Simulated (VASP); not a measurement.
# CdO (Fm-3m) in VASP: notebook

Runs on CdO. Level: LDA. Tasks: single point.

Everything below comes from runs of VASP 6.6.1. Logs are shortened: lines on timing, memory, paths and dates and some standing lists are left out, and cuts for length are marked.

## Step 1: The cell of the first run

It takes space group Fm-3m (No. 225, cubic). Conventional cell: a = 4.163 Å, b = 4.163 Å, c = 4.163 Å, α = 90.00°, β = 90.00°, γ = 90.00°. Within 2.8 Å of Cd (site symmetry m-3m) lie 6 O at 2.08 Å. Within 2.8 Å of O (site symmetry m-3m) lie 6 Cd at 2.08 Å.

## Step 2: Single point, LDA

INCAR

```
SYSTEM = CdO
PREC = Accurate ; ENCUT = 700
EDIFF = 1E-6 ; ISMEAR = 0
SIGMA = 0.01 ; LREAL = .False.
LASPH = .True. ; NELM = 120
ALGO = Normal ; ISIF = 2
LWAVE = .False. ; LCHARG = .False.
NBANDS = 20 ; GGA_COMPAT = .False.
```

KPOINTS

```
regular mesh
0
Gamma
  14 14 14
  0 0 0
```

POSCAR

```
CdO
1.0
    0.0000000000      2.0814191032      2.0814191032
    2.0814191032      0.0000000000      2.0814191032
    2.0814191032      2.0814191032      0.0000000000
Cd O
1 1
Direct
    0.0000000000      0.0000000000      0.0000000000
    0.5000000000      0.5000000000      0.5000000000
```

Potentials or basis: VASP PAW LDA potentials, release 64 (Cd_sv_GW, O).

Launch:

```sh
cat potpaw_LDA.64/Cd_sv_GW/POTCAR potpaw_LDA.64/O/POTCAR > POTCAR
mpirun -np 1 vasp_std > vasp.out
```

OUTCAR:

```text
SYSTEM = CdO
   PREC = Accurate
   ENCUT = 700
   EDIFF = 1E-6
   ISMEAR = 0
   LREAL = .False.
   LASPH = .True.
   NELM = 120
   ISIF = 2

 ion  position               nearest neighbor table
   1  0.000  0.000  0.000-   2 2.08   2 2.08   2 2.08   2 2.08   2 2.08   2 2.08
   2  0.500  0.500  0.500-   1 2.08   1 2.08   1 2.08   1 2.08   1 2.08   1 2.08

  LATTYP: Found a face centered cubic cell.
 ALAT       =     4.1628382064

  Lattice vectors:

 A1 = (   0.0000000000,   2.0814191032,   2.0814191032)
 A2 = (   2.0814191032,   0.0000000000,   2.0814191032)
 A3 = (   2.0814191032,   2.0814191032,   0.0000000000)

Analysis of symmetry for initial positions (statically):
=====================================================================
 Subroutine PRICEL returns:
 Original cell was already a primitive cell.

 Routine SETGRP: Setting up the symmetry group for a
 face centered cubic supercell.

 Subroutine GETGRP returns: Found 48 space group operations
 (whereof 48 operations were pure point group operations)
 out of a pool of 48 trial point group operations.

The static configuration has the point symmetry O_h .

Analysis of symmetry for dynamics (positions and initial velocities):
=====================================================================
 Subroutine PRICEL returns:
 Original cell was already a primitive cell.

 Routine SETGRP: Setting up the symmetry group for a
 face centered cubic supercell.

 Subroutine GETGRP returns: Found 48 space group operations
 (whereof 48 operations were pure point group operations)
 out of a pool of 48 trial point group operations.

The dynamic configuration has the point symmetry O_h .

 Subroutine INISYM returns: Found 48 space group operations
 (whereof 48 operations are pure point group operations),
 and found     1 'primitive' translations

----------------------------------------------------------------------------------------

                                     Primitive cell

  volume of cell :      18.0347

  direct lattice vectors                    reciprocal lattice vectors
     0.000000000  2.081419103  2.081419103    -0.240220722  0.240220722  0.240220722
     2.081419103  0.000000000  2.081419103     0.240220722 -0.240220722  0.240220722
     2.081419103  2.081419103  0.000000000     0.240220722  0.240220722 -0.240220722

  length of vectors
     2.943571125  2.943571125  2.943571125     0.416074496  0.416074496  0.416074496

  position of ions in fractional coordinates (direct lattice)
     0.000000000  0.000000000  0.000000000
     0.500000000  0.500000000  0.500000000

  ion indices of the primitive-cell ions
[... 75 lines left out ...]
   EDIFF  = 0.1E-05   stopping-criterion for ELM
   LREAL  =      F    real-space projection
   EDIFFG = 0.1E-04   stopping-criterion for IOM
   NSW    =      0    number of steps for IOM
   IBRION =     -1    ionic relax: 0-MD 1-quasi-New 2-CG
   NFREE  =      0    steps in history (QN), initial steepest desc. (CG)
   ISIF   =      2    stress and relaxation
   ISYM   =      2    0-nonsym 1-usesym 2-fastsym
   POTIM  = 0.5000    time-step for ionic-motion
   TEBEG  =    0.0;   TEEND  =   0.0 temperature during run
   PSTRESS=    0.0 pullay stress
   NELECT =      26.0000    total number of electrons
   NUPDOWN=      -1.0000    fix difference up-down
   EMIN   =  10.00;   EMAX   =-10.00  energy-range for DOS
   EFERMI =   0.00;   METHOD = LEGACY
   ISMEAR =     0;   SIGMA  =   0.01  broadening in eV -4-tet -1-fermi 0-gaus
   EFERMI_NEDOS =   21; number of points for ismear=-14 and -15
   IALGO  =     38    algorithm
   IMIX   =      4    mixing-type and parameters
     AMIX     =   0.40;   BMIX     =  1.00
     AMIX_MAG =   1.60;   BMIX_MAG =  1.00
  volume/ion in A,a.u.               =       9.02        60.85
  Fermi-wavevector in a.u.,A,eV,Ry     =   1.849395  3.494850 46.535502  3.420263
  Thomas-Fermi vector in A             =   2.899805
   LORBIT       =      0    0 simple, 1 ext, 2 COOP (PROOUT), +10 PAW based schemes
   GGA     = CA    functional components
   LHFCALC =     F    Hartree Fock is set to
   AEXX    =    0.0000 exact exchange contribution
   IVDW    =     0    specifies the selected vdW correction
   LEPSILON=     F    determine dielectric tensor
   LRPA    =     F    only Hartree local field effects (RPA)
 non-spin polarized calculation
 Gauss-broadening in eV      SIGMA  =   0.01
  energy-cutoff  :      700.00
  volume of cell :       18.03
 maximum number of plane-waves:       769
 NGX is ok and might be reduce to    28
   NGX = 13   NGY = 13   NGZ = 13

 number of electron      25.9999999 magnetization

 Free energy of the ion-electron system (eV)
  ---------------------------------------------------
  ext. energy  EPLUGINS =         0.00000000
  ---------------------------------------------------
  free energy    TOTEN  =        -7.61562612 eV

  energy without entropy =       -7.61562612  energy(sigma->0) =       -7.61562612

 E-fermi :  10.7125     XC(G=0): -14.7049

 val. band max:       10.5174068235   @ k =   0.5000   0.0000   0.0000
 cond. band min:      10.8917661781   @ k =   0.0000   0.0000   0.0000
 fundamental gap:      0.3743593546
 Fermi energy:        10.7125216247

 k-point     1 :       0.0000    0.0000    0.0000
  band No.  band energies     occupation
      1     -90.2133      2.00000
      2     -51.6454      2.00000
      3     -51.6454      2.00000
      4     -51.6454      2.00000
      5     -10.4946      2.00000
      6       2.1824      2.00000
[... 541 lines left out ...]
     19      33.0176      0.00000
     20      36.5863      0.00000

 [... further k-points ...]

------------------------ aborting loop because EDIFF is reached ----------------------------------------

  FORCE on cell =-STRESS in cart. coord.  units (eV):
  Direction    XX          YY          ZZ          XY          YZ          ZX
  --------------------------------------------------------------------------------------
  -------------------------------------------------------------------------------------
  Total       12.7864437     12.7864437     12.7864437      0.0000000      0.0000000     -0.0000000
  in kB     1135.9304709   1135.9304709   1135.9304709      0.0000000      0.0000000     -0.0000000
  external PRESSURE =    1135.9304709 kB  Pullay stress =       0.0000000 kB

 VOLUME and BASIS-vectors are now :
 -----------------------------------------------------------------------------
  energy-cutoff  :      700.00
  volume of cell :       18.03
      direct lattice vectors                 reciprocal lattice vectors
     0.000000000  2.081419103  2.081419103    -0.240220722  0.240220722  0.240220722
     2.081419103  0.000000000  2.081419103     0.240220722 -0.240220722  0.240220722
     2.081419103  2.081419103  0.000000000     0.240220722  0.240220722 -0.240220722

 POSITION                                       TOTAL-FORCE (eV/Angst)
 -----------------------------------------------------------------------------------
      0.00000      0.00000      0.00000        -0.000000     -0.000000     -0.000000
      2.08142      2.08142      2.08142         0.000000      0.000000      0.000000
 -----------------------------------------------------------------------------------
    total drift:                               -0.000000      0.000000      0.000000

  FREE ENERGIE OF THE ION-ELECTRON SYSTEM (eV)
  ---------------------------------------------------
  free  energy   TOTEN  =        -7.6156261227 eV

  energy  without entropy=       -7.6156261227  energy(sigma->0) =       -7.61562612
```

OSZICAR:

```text
N       E                     dE             d eps       ncg     rms          rms(c)
DAV:   1     0.517950004885E+03    0.51795E+03   -0.18915E+04  4424   0.258E+03
DAV:   2     0.272863779948E+02   -0.49066E+03   -0.46476E+03  4256   0.731E+02
DAV:   3    -0.866993700065E+01   -0.35956E+02   -0.35454E+02  6224   0.243E+02
DAV:   4    -0.948022078682E+01   -0.81028E+00   -0.80979E+00  5748   0.332E+01
DAV:   5    -0.951282439590E+01   -0.32604E-01   -0.32602E-01  5928   0.628E+00    0.300E+01
DAV:   6    -0.762360934373E+01    0.18892E+01   -0.62233E+00  6716   0.467E+01    0.274E+01
DAV:   7    -0.763578263540E+01   -0.12173E-01   -0.58064E-01  6576   0.118E+01    0.166E+01
DAV:   8    -0.762071361586E+01    0.15069E-01   -0.84745E-02  6496   0.479E+00    0.783E-01
DAV:   9    -0.761559320934E+01    0.51204E-02   -0.25849E-02  6840   0.337E+00    0.814E-02
DAV:  10    -0.761562819909E+01   -0.34990E-04   -0.15018E-03  5856   0.425E-01    0.210E-02
DAV:  11    -0.761562601581E+01    0.21833E-05   -0.35348E-05  6016   0.696E-02    0.105E-02
DAV:  12    -0.761562612265E+01   -0.10684E-06   -0.26764E-06  4408   0.279E-02
   1 F= -.76156261E+01 E0= -.76156261E+01  d E =-.602922-145
```

stdout:

```text
POSCAR found type information on POSCAR CdO
 POSCAR found :  2 types and       2 ions
 scaLAPACK will be used
 LDA part: xc-table for (Slater(with rela. corr.)+CA(PZ))
 , standard interpolation
 POSCAR, INCAR and KPOINTS ok, starting setup
 FFT: planning ... GRIDC
 FFT: planning ... GRID_SOFT
 FFT: planning ... GRID
 WAVECAR not read
 entering main loop
```

Run time: 88 s. Hardware: 1 thread of AMD EPYC 7R43 (Zen 3), shared host; peak memory 0.17 GiB.

What came out:

- Free energy: -7.6156 eV
- Pressure: 113.6 GPa
- Band gap on the k mesh: 0.37 eV (least direct gap 3.90 eV)

Caveat: the cell stands under pressure; semilocal functionals underestimate gaps, and a narrow one can read as zero.

## Step 3: Single point, LDA

This run uses another cell than the first one, of 8.53 Å³/atom.

INCAR

```
  ALGO = Normal
  EDIFF = 1E-6
  ENCUT = 700
  GGA = CA
  GGA_COMPAT = False
  ISIF = 2
  ISMEAR = 0
  LASPH = True
  LCHARG = False
  LREAL = False
  LWAVE = False
  NBANDS = 20
  NELM = 120
  PREC = Accurate
  SIGMA = 0.01
```

KPOINTS

```
k-points
0
Gamma
  14 14 14
```

POSCAR

```
CdO
1.0
    0.0000000000      2.0435965493      2.0435965493
    2.0435965493      0.0000000000      2.0435965493
    2.0435965493      2.0435965493      0.0000000000
Cd O
1 1
Direct
    0.0000000000      0.0000000000      0.0000000000
    0.5000000000      0.5000000000      0.5000000000
```

Potentials or basis: VASP PAW LDA potentials, release 64 (Cd_sv_GW, O).

Launch:

```sh
cat potpaw_LDA.64/Cd_sv_GW/POTCAR potpaw_LDA.64/O/POTCAR > POTCAR
mpirun -np 1 vasp_std > vasp.out
```

OUTCAR:

```text
EDIFF = 1E-6
   ENCUT = 700
   GGA = CA
   ISIF = 2
   ISMEAR = 0
   LASPH = True
   LREAL = False
   NELM = 120
   PREC = Accurate

 ion  position               nearest neighbor table
   1  0.000  0.000  0.000-   2 2.04   2 2.04   2 2.04   2 2.04   2 2.04   2 2.04
   2  0.500  0.500  0.500-   1 2.04   1 2.04   1 2.04   1 2.04   1 2.04   1 2.04

  LATTYP: Found a face centered cubic cell.
 ALAT       =     4.0871930986

  Lattice vectors:

 A1 = (   0.0000000000,   2.0435965493,   2.0435965493)
 A2 = (   2.0435965493,   0.0000000000,   2.0435965493)
 A3 = (   2.0435965493,   2.0435965493,   0.0000000000)

Analysis of symmetry for initial positions (statically):
=====================================================================
 Subroutine PRICEL returns:
 Original cell was already a primitive cell.

 Routine SETGRP: Setting up the symmetry group for a
 face centered cubic supercell.

 Subroutine GETGRP returns: Found 48 space group operations
 (whereof 48 operations were pure point group operations)
 out of a pool of 48 trial point group operations.

The static configuration has the point symmetry O_h .

Analysis of symmetry for dynamics (positions and initial velocities):
=====================================================================
 Subroutine PRICEL returns:
 Original cell was already a primitive cell.

 Routine SETGRP: Setting up the symmetry group for a
 face centered cubic supercell.

 Subroutine GETGRP returns: Found 48 space group operations
 (whereof 48 operations were pure point group operations)
 out of a pool of 48 trial point group operations.

The dynamic configuration has the point symmetry O_h .

 Subroutine INISYM returns: Found 48 space group operations
 (whereof 48 operations are pure point group operations),
 and found     1 'primitive' translations

----------------------------------------------------------------------------------------

[... 108 lines left out ...]
   EFERMI_NEDOS =   21; number of points for ismear=-14 and -15
   IALGO  =     38    algorithm
   IMIX   =      4    mixing-type and parameters
     AMIX     =   0.40;   BMIX     =  1.00
     AMIX_MAG =   1.60;   BMIX_MAG =  1.00
  volume/ion in A,a.u.               =       8.53        57.59
  Fermi-wavevector in a.u.,A,eV,Ry     =   1.883624  3.559532 48.273985  3.548038
  Thomas-Fermi vector in A             =   2.926516
   LORBIT       =      0    0 simple, 1 ext, 2 COOP (PROOUT), +10 PAW based schemes
   GGA     = CA    functional components
   LHFCALC =     F    Hartree Fock is set to
   AEXX    =    0.0000 exact exchange contribution
   IVDW    =     0    specifies the selected vdW correction
   LEPSILON=     F    determine dielectric tensor
   LRPA    =     F    only Hartree local field effects (RPA)
 non-spin polarized calculation
 Gauss-broadening in eV      SIGMA  =   0.01
  energy-cutoff  :      700.00
  volume of cell :       17.07
 maximum number of plane-waves:       732
 NGX is ok and might be reduce to    28
   NGX = 13   NGY = 13   NGZ = 13

 number of electron      26.0000002 magnetization

 Free energy of the ion-electron system (eV)
  ---------------------------------------------------
  ext. energy  EPLUGINS =         0.00000000
  ---------------------------------------------------
  free energy    TOTEN  =        -6.81940977 eV

  energy without entropy =       -6.81940977  energy(sigma->0) =       -6.81940977

 E-fermi :  11.8024     XC(G=0): -15.0720

 val. band max:       11.6524213312   @ k =   0.5000   0.0000   0.0000
 cond. band min:      12.1891284065   @ k =   0.0000   0.0000   0.0000
 fundamental gap:      0.5367070754
 Fermi energy:        11.8024279235

 k-point     1 :       0.0000    0.0000    0.0000
  band No.  band energies     occupation
      1     -89.3566      2.00000
      2     -50.7929      2.00000
      3     -50.7929      2.00000
      4     -50.7929      2.00000
      5     -10.1538      2.00000
      6       2.8888      2.00000
[... 541 lines left out ...]
     19      34.4726      0.00000
     20      38.3462      0.00000

 [... further k-points ...]

------------------------ aborting loop because EDIFF is reached ----------------------------------------

  FORCE on cell =-STRESS in cart. coord.  units (eV):
  Direction    XX          YY          ZZ          XY          YZ          ZX
  --------------------------------------------------------------------------------------
  -------------------------------------------------------------------------------------
  Total       16.1219091     16.1219091     16.1219091      0.0000000      0.0000000      0.0000000
  in kB     1513.2531024   1513.2531024   1513.2531024      0.0000000      0.0000000      0.0000000
  external PRESSURE =    1513.2531024 kB  Pullay stress =       0.0000000 kB

 VOLUME and BASIS-vectors are now :
 -----------------------------------------------------------------------------
  energy-cutoff  :      700.00
  volume of cell :       17.07
      direct lattice vectors                 reciprocal lattice vectors
     0.000000000  2.043596549  2.043596549    -0.244666688  0.244666688  0.244666688
     2.043596549  0.000000000  2.043596549     0.244666688 -0.244666688  0.244666688
     2.043596549  2.043596549  0.000000000     0.244666688  0.244666688 -0.244666688

 POSITION                                       TOTAL-FORCE (eV/Angst)
 -----------------------------------------------------------------------------------
      0.00000      0.00000      0.00000         0.000000     -0.000000      0.000000
      2.04360      2.04360      2.04360        -0.000000      0.000000     -0.000000
 -----------------------------------------------------------------------------------
    total drift:                               -0.000000      0.000000      0.000000

  FREE ENERGIE OF THE ION-ELECTRON SYSTEM (eV)
  ---------------------------------------------------
  free  energy   TOTEN  =        -6.8194097672 eV

  energy  without entropy=       -6.8194097672  energy(sigma->0) =       -6.81940977
```

OSZICAR:

```text
N       E                     dE             d eps       ncg     rms          rms(c)
DAV:   1     0.512849285125E+03    0.51285E+03   -0.18986E+04  4460   0.261E+03
DAV:   2     0.260479293103E+02   -0.48680E+03   -0.46254E+03  4288   0.734E+02
DAV:   3    -0.810478883048E+01   -0.34153E+02   -0.33774E+02  6216   0.240E+02
DAV:   4    -0.878511820728E+01   -0.68033E+00   -0.68001E+00  5832   0.305E+01
DAV:   5    -0.881425764194E+01   -0.29139E-01   -0.29139E-01  5820   0.590E+00    0.334E+01
DAV:   6    -0.682614493556E+01    0.19881E+01   -0.62187E+00  6760   0.467E+01    0.298E+01
DAV:   7    -0.683766600913E+01   -0.11521E-01   -0.58433E-01  6576   0.120E+01    0.177E+01
DAV:   8    -0.682362517263E+01    0.14041E-01   -0.70849E-02  6576   0.460E+00    0.869E-01
DAV:   9    -0.681940584022E+01    0.42193E-02   -0.22014E-02  7016   0.342E+00    0.103E-01
DAV:  10    -0.681941126518E+01   -0.54250E-05   -0.12750E-03  6248   0.414E-01    0.275E-02
DAV:  11    -0.681940972520E+01    0.15400E-05   -0.27674E-05  5868   0.569E-02    0.738E-03
DAV:  12    -0.681940976720E+01   -0.42004E-07   -0.13818E-06  3464   0.235E-02
   1 F= -.68194098E+01 E0= -.68194098E+01  d E =-.309787-102
```

Wall time 2.4 min (1 thread of AMD EPYC, shared host); peak memory 0.17 GiB.

Results:

```
Free energy            : -6.8194 eV
Pressure               : 151.3 GPa
Band gap on the k mesh : 0.54 eV (least direct gap 3.79 eV)
```

Levels at points of the mesh, in eV from the valence-band top:
```
           k point  band 9  band 10  band 11  band 12  band 13  band 14  band 15  band 16  band 17  band 18
(0.00, 0.00, 0.00)   -8.03    -8.03    -3.97    -3.97    -3.97     0.54    13.35    19.80    19.80    19.80
(0.50, 0.00, 0.00)   -7.31    -7.31    -5.05     0.00     0.00     3.79    10.15    13.00    13.00    22.17
(0.50, 0.50, 0.00)   -6.92    -6.92    -5.46    -5.44    -5.44     5.40     9.71    12.64    16.52    16.52
```

Caveat: the cell stands under pressure; semilocal functionals underestimate gaps, and a narrow one can read as zero.

## Step 4: Single point, LDA

This run uses another cell than the first one, of 9.66 Å³/atom.

INCAR

```
ALGO = Normal ; EDIFF = 1E-6
ENCUT = 700 ; GGA = CA
GGA_COMPAT = False ; ISIF = 2
ISMEAR = 0 ; LASPH = True
LCHARG = True ; LELF = True
LREAL = False ; LVHAR = True
LWAVE = False ; NBANDS = 20
NELM = 120 ; PREC = Accurate
SIGMA = 0.01
```

KPOINTS is that of step 3.

POSCAR

```
CdO
1.0
    0.0000000000      2.1299120087      2.1299120087
    2.1299120087      0.0000000000      2.1299120087
    2.1299120087      2.1299120087      0.0000000000
Cd O
1 1
Direct
    0.0000000000      0.0000000000      0.0000000000
    0.5000000000      0.5000000000      0.5000000000
```

Launch:

```sh
cat potpaw_LDA.64/Cd_sv_GW/POTCAR potpaw_LDA.64/O/POTCAR > POTCAR
mpirun -np 1 vasp_std > vasp.out
```

It took 57 s on 1 thread of Intel Xeon Platinum 8259CL at 2.50GHz (Skylake/Cascade Lake), shared host; peak memory 0.21 GiB.

Results (log left out):

| Quantity | Value |
| --- | --- |
| Free energy | -8.3735 eV |
| Pressure | 75.8 GPa |
| Band gap on the k mesh | 0.18 eV (least direct gap 3.19 eV) |

Levels at points of the mesh, in eV from the valence-band top:
| k point | band 11 | band 12 | band 13 | band 14 | band 15 | band 16 |
| --- | --- | --- | --- | --- | --- | --- |
| (0.00, 0.00, 0.00) | -3.01 | -3.01 | -3.01 | 0.18 | 13.90 | 18.91 |
| (0.50, 0.00, 0.00) | -4.62 | 0.00 | 0.00 | 4.08 | 9.24 | 12.73 |
| (0.50, 0.50, 0.00) | -5.46 | -4.33 | -4.33 | 4.88 | 9.38 | 12.17 |

Caveat: the cell stands under pressure; semilocal functionals underestimate gaps, and a narrow one can read as zero. A k mesh can miss the band edges.

## Step 5: Overview

| cell | gap on the mesh (eV) | pressure (GPa) |
| --- | --- | --- |
| a = 2.944 Å, angles 60.0°, 2 atoms | 0.37 | 113.6 |
| a = 2.890 Å, angles 60.0°, 2 atoms | 0.54 | 151.3 |
| a = 3.012 Å, angles 60.0°, 2 atoms | 0.18 | 75.8 |

Alike in all rows: task single point; level LDA; potentials or basis VASP PAW LDA potentials, release 64 (Cd_sv_GW, O); no spin polarisation; k mesh 14 × 14 × 14; cutoff (eV) 700; smearing gaussian 0.01 eV.

Caveats: the cell stands under pressure; semilocal functionals underestimate gaps, and a narrow one can read as zero.

Total energies depend on the potentials used, so only differences within one code and one set of settings carry meaning.
